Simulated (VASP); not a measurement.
Mg3Te, 4 atoms in the cell. It takes space group I4/mmm (No. 139, tetragonal). Conventional cell: a = 4.290 Å, b = 4.290 Å, c = 10.909 Å, α = 90.00°, β = 90.00°, γ = 90.00°. Mg (site symmetry 4/mmm) has 4 Te at 3.03 Å and 8 Mg at 3.47 Å within 4.0 Å. Mg (site symmetry -4m2) has 8 Mg at 3.03 to 3.47 Å and 4 Te at 3.47 Å within 4.0 Å. Within 4.0 Å of Te (site symmetry 4/mmm) lie 12 Mg at 3.03 to 3.47 Å.  This cell differs from its parent crystal: strained.

| Item | Value |
| --- | --- |
| Program | VASP 6.6.1 |
| Task | single point |
| Functional | PBE |
| Potentials or basis | VASP PAW PBE potentials, release 64 (Mg, Te) |
| Cutoff | 520 eV |
| k mesh | 14 × 14 × 14 |
| Occupations | gaussian, width 0.1 eV |
| Spin | no spin polarisation |
| Dipole correction | no |
| Further INCAR settings | ALGO = Fast; EDIFF = 1e-06; NBANDS = 14 |

Potentials or basis: VASP PAW PBE potentials, release 64 (Mg, Te).

The run is started by

```sh
$ cat potpaw_PBE.64/Mg/POTCAR potpaw_PBE.64/Te/POTCAR > POTCAR
$ mpirun -np 1 vasp_std > vasp.out
```

Hardware: 1 thread of AMD EPYC 9R45 96-Core Processor (Zen 5), on a shared host.

Q: How long does it take, and how much memory?

A: It took 5.3 min on 1 thread of AMD EPYC 9R45 96-Core Processor (Zen 5) (shared host), peak memory 0.55 GiB. Counts: scf iterations 12, k points 244.
